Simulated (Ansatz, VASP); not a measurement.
Two plane-wave programs on ZnSe

```
CELL_PARAMETERS angstrom
4.10770 0.00000 0.00000
0.00000 4.10770 0.00000
0.00000 0.00000 6.07035
ATOMIC_POSITIONS crystal
Se 0.50000 0.00000 0.75372
Se 0.00000 0.50000 0.24628
Zn 0.50000 0.50000 0.00000
Zn 0.00000 0.00000 0.00000
```

Alike in both runs: task single point; functional PBE; k mesh 7 × 7 × 5; occupations fermi-dirac, width 0.05 eV; no spin polarisation.

|  | VASP | Ansatz |
| --- | --- | --- |
| version | VASP 6.6.1 | Ansatz 0.2.0 |
| potentials or method | VASP PAW PBE potentials, release 64 (Se, Zn) | Ansatz PAW |
| plane-wave cutoff (eV) | 520 | 420 |
| valence electrons in the cell | 36 | 56 |

VASP gave:

| Quantity | Value |
| --- | --- |
| gap on the k mesh at the Fermi level (eV) | 1.95 |
| least direct gap on the mesh (eV) | 1.95 |
| pressure (GPa) | 0.0 |
| rms of the force components (eV/Å) | 0.020 |

**Question.** What did Ansatz give for the same quantities?

**Answer.** gap on the k mesh at the Fermi level (eV): 1.95; least direct gap on the mesh (eV): 1.95; pressure (GPa): -0.2; rms of the force components (eV/Å): 0.036.

Atom by atom the forces differ by 0.016 eV/Å (rms over components). With one functional, cell and mesh, what is left measures potentials, basis and numerics. VASP's potentials hold 36 valence electrons a cell and Ansatz's 56, so a difference there can come from the potentials and not from the codes.

Noted on Ansatz's run: odd divisions of the mesh miss points on the zone boundary, where band edges often lie, so the gap on the mesh can be too wide.
